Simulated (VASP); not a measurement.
Runs of VASP 6.6.1 on P. The structure is that of space group Pm-3m (No. 221), or close to it. The cells are those of the table. 

| task | cell | k mesh | cutoff (eV) | gap on the mesh (eV) | pressure (GPa) |
| --- | --- | --- | --- | --- | --- |
| single point | a = 2.551 Å, 1 atom | 14 × 14 × 14 | 520 | none | (a) |
| single point | a = 2.354 Å, 1 atom | 14 × 14 × 14 | 520 | none | 18.5 |
| single point | a = 2.489 Å, 1 atom | 14 × 14 × 14 | 520 | none | -3.4 |
| single point | a = 2.456 Å, 1 atom | 14 × 14 × 14 | 520 | none | 0.3 |
| single point | a = 2.389 Å, 1 atom | 14 × 14 × 14 | 520 | none | (b) |
| single point | a = 2.456 Å, 1 atom | 21 × 21 × 21 | 520 | none | -0.2 |
| single point | a = 2.423 Å, 1 atom | 14 × 14 × 14 | 520 | none | 4.7 |
| relaxation of cell and atoms | relaxed from a = 2.543 Å, 1 atom | 12 × 12 × 12 | 500 | none | -0.1 |
| single point | a = 2.456 Å, 1 atom | 12 × 12 × 12 | 500 | none | -0.7 |
| single point | a = 2.520 Å, 1 atom | 14 × 14 × 14 | 520 | none | -6.7 |

Alike in all rows: level RPBE; potentials or basis VASP PAW PBE potentials, release 64 (P); no spin polarisation; smearing fermi-dirac 0.1 eV.

Estimate the missing entries.

(a) -9.4; (b) 10.7.

Caveats: the PAW data sets were made with another functional, which shifts forces and pressure a little.

A gap of «none» marks levels without a gap at the run's occupations.
